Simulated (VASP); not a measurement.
Set up this calculation in VASP 6.6.1, as the native input.

| Item | Value |
| --- | --- |
| Task | single point |
| Functional | PBE |
| Potentials or basis | VASP PAW PBE potentials, release 64 (Pt, As) |
| Cutoff | 520 eV |
| k mesh | 12 × 12 × 12 |
| Occupations | gaussian, width 0.05 eV |
| Spin | no spin polarisation |
| Dipole correction | no |
| Further INCAR settings | ALGO = Normal; EDIFF = 1e-06; NBANDS = 14 |

The structure of AsPt lies in POSCAR:

```
AsPt
1.0
    0.0000000000      2.9037492371      2.9037492371
    2.9037492371      0.0000000000      2.9037492371
    2.9037492371      2.9037492371      0.0000000000
Pt As
1 1
Direct
    0.0000000000      0.0000000000      0.0000000000
    0.2500000000      0.2500000000      0.2500000000
```

This cell differs from its parent crystal: volume scaled by 1.100.

These files were run (other wordings do the same):

INCAR

```
SYSTEM = AsPt
PREC     = Accurate       ! precision mode
ENCUT    = 520            ! plane-wave cutoff, eV
EDIFF    = 1E-6           ! SCF threshold, eV
ISMEAR   = 0              ! smearing method
SIGMA    = 0.05           ! smearing width, eV
LREAL    = .FALSE.        ! projectors in reciprocal space
LASPH    = .TRUE.         ! aspherical terms in the spheres
NELM     = 60             ! most SCF steps
ALGO     = Normal         ! electronic algorithm
ISIF     = 2              ! what is computed and relaxed
LWAVE    = .FALSE.        ! write WAVECAR
LCHARG   = .FALSE.        ! write CHGCAR
GGA      = PE             ! functional
NBANDS   = 14             ! bands
```

KPOINTS

```
regular mesh
0
G
  12 12 12
  0 0 0
```

Potentials or basis: VASP PAW PBE potentials, release 64 (Pt, As).

The run is started by

```console
$ cat potpaw_PBE.64/Pt/POTCAR potpaw_PBE.64/As/POTCAR > POTCAR
$ mpirun -np 1 vasp_std > vasp.out
```

Results of the run:

```json
{
 "Pressure": "-8.1 GPa"
}
```

It took 30 s on 1 thread of Intel(R) Xeon(R) 6975P-C (Granite Rapids), with other jobs on the host, peak memory 0.2 GiB.
